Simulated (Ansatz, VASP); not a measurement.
# One calculation of AlN, two programs

The input INCAR:

```
PREC = Accurate ; ENCUT = 520
EDIFF = 1E-6 ; ISMEAR = 0
SIGMA = 0.022 ; LREAL = F
LASPH = T ; NELM = 100
ALGO = Normal ; ISIF = 2
LWAVE = F ; LCHARG = F
GGA = PE ; NBANDS = 11
```

Contents of KPOINTS:

```
regular mesh
0
Gamma
  10 10 10
```

Contents of POSCAR:

```
AlN
1.0
    0.0000000000      2.1839935596      2.1839935596
    2.1839935596      0.0000000000      2.1839935596
    2.1839935596      2.1839935596      0.0000000000
Al N
1 1
Direct
    0.0000000000      0.0000000000      0.0000000000
    0.2500000000      0.2500000000      0.2500000000
```

input.yaml

```yaml
crystal:
  lattice:
    - [0.0, 2.1839935596, 2.1839935596]
    - [2.1839935596, 0.0, 2.1839935596]
    - [2.1839935596, 2.1839935596, 0.0]
  atoms:
    - { symbol: Al, position: [0.0, 0.0, 0.0] }
    - { symbol: "N", position: [0.25, 0.25, 0.25] }
kpoints:
  mp_grid: { grid: [10, 10, 10] }
scf:
  occupations: { method: gaussian, width: 0.022 }
hamiltonian:
  xc: pbe
  pseudopotentials: { kind: all_electron, lapw: { basis_error: 0.001 } }
output:
  forces: true
  stress: true
  eigenvalues: true
```

Alike in both runs: task single point; functional PBE; k mesh 10 × 10 × 10; occupations gaussian, width 0.022 eV; no spin polarisation.

|  | VASP | Ansatz |
| --- | --- | --- |
| version | VASP 6.6.1 | Ansatz 0.2.0 |
| potentials or method | VASP PAW PBE potentials, release 64 (Al, N), cutoff 520 eV | all-electron LAPW, scalar-relativistic |

Ansatz gave:

```
gap on the k mesh at the Fermi level (eV) : 3.32
least direct gap on the mesh (eV)         : 4.19
pressure (GPa)                            : 4.8
```

Question: Which values does VASP return?

Answer: gap on the k mesh at the Fermi level (eV): 3.32; least direct gap on the mesh (eV): 4.20; pressure (GPa): 4.6.

Ansatz ran all-electron here, and VASP with PAW potentials.
